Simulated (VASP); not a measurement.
Wanted: the native input for a VASP 6.6.1 run.

```
Task                   : single point
Functional             : PBEsol
Potentials or basis    : VASP PAW PBE potentials, release 64 (Ti_sv, Ta_pv)
Cutoff                 : 520 eV
k mesh                 : 6 × 6 × 3
Occupations            : fermi-dirac, width 0.1 eV
Spin                   : no spin polarisation
Dipole correction      : no
Further INCAR settings : ALGO = Normal; EDIFF = 1e-07; NBANDS = 18
```

The structure of TaTi lies in POSCAR:

```
TaTi
1.0
    1.6328800000     -2.2974900000      0.0000000000
    1.6328800000      2.2974900000      0.0000000000
    0.0000000000      0.0000000000      4.6841300000
Ti Ta
1 1
Direct
    0.5000000000      0.5000000000      0.5000000000
    0.0000000000      0.0000000000      0.0000000000
```

These files were run (other wordings do the same):

INCAR

```
SYSTEM = TaTi
ALGO = Normal
EDIFF = 1E-7
ENCUT = 520
GGA = PS
ISIF = 2
ISMEAR = -1
LASPH = .True.
LCHARG = .False.
LREAL = .False.
LWAVE = .False.
NBANDS = 18
NELM = 80
PREC = Accurate
SIGMA = 0.1
```

KPOINTS

```
k-points
0
Gamma
  6 6 3
  0 0 0
```

Potentials or basis: VASP PAW PBE potentials, release 64 (Ti_sv, Ta_pv).

The run is started by

```sh
$ cat potpaw_PBE.64/Ti_sv/POTCAR potpaw_PBE.64/Ta_pv/POTCAR > POTCAR
$ mpirun -np 1 vasp_std > vasp.out
```

It gave:

```json
{"Pressure": "-4.2 GPa"}
```

Caveat: the k points lie up to 0.45 Å⁻¹ apart; the PAW data sets were made with another functional, which shifts forces and pressure a little.

Run time: 22 s on 1 thread of AMD EPYC 7R43 64-Core Processor (Zen 3), on a shared host, peak memory 0.13 GiB.
